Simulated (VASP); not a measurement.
Here is a VASP 6.6.1 calculation.

Contents of INCAR:

```
PREC = Accurate
ENCUT = 520
EDIFF = 1E-6
ISMEAR = 0
SIGMA = 0.01
LREAL = False
LASPH = True
NELM = 100
ALGO = Normal
ISIF = 2
LWAVE = False
LCHARG = False
GGA = PE
NBANDS = 30
```

The input KPOINTS:

```
regular mesh
0
Gamma
  4 4 4
```

File POSCAR:

```
BaMg3S4
1.0
    5.7976381210      0.0000000000      0.0000000000
    0.0000000000      5.7976381210      0.0000000000
    0.0000000000      0.0000000000      5.7976381210
Mg S Ba
3 4 1
Direct
    0.5000000000      0.0000000000      0.0000000000
    0.0000000000      0.5000000000      0.0000000000
    0.0000000000      0.0000000000      0.5000000000
    0.0000000000      0.5000000000      0.5000000000
    0.5000000000      0.0000000000      0.5000000000
    0.5000000000      0.5000000000      0.0000000000
    0.0000000000      0.0000000000      0.0000000000
    0.5000000000      0.5000000000      0.5000000000
```

Potentials or basis: VASP PAW PBE potentials, release 64 (Mg, S, Ba_sv).

Launch:

```bash
$ cat potpaw_PBE.64/Mg/POTCAR potpaw_PBE.64/S/POTCAR potpaw_PBE.64/Ba_sv/POTCAR > POTCAR
$ mpirun -np 1 vasp_std > vasp.out
```

(1) What does it give for the pressure?

(2) What does it give for the band gap on the k mesh?

## Answers

(1) -2.5 GPa.

(2) 0.94 eV.

Caveat: spin-orbit coupling is left out, which moves the levels of the heavy elements.
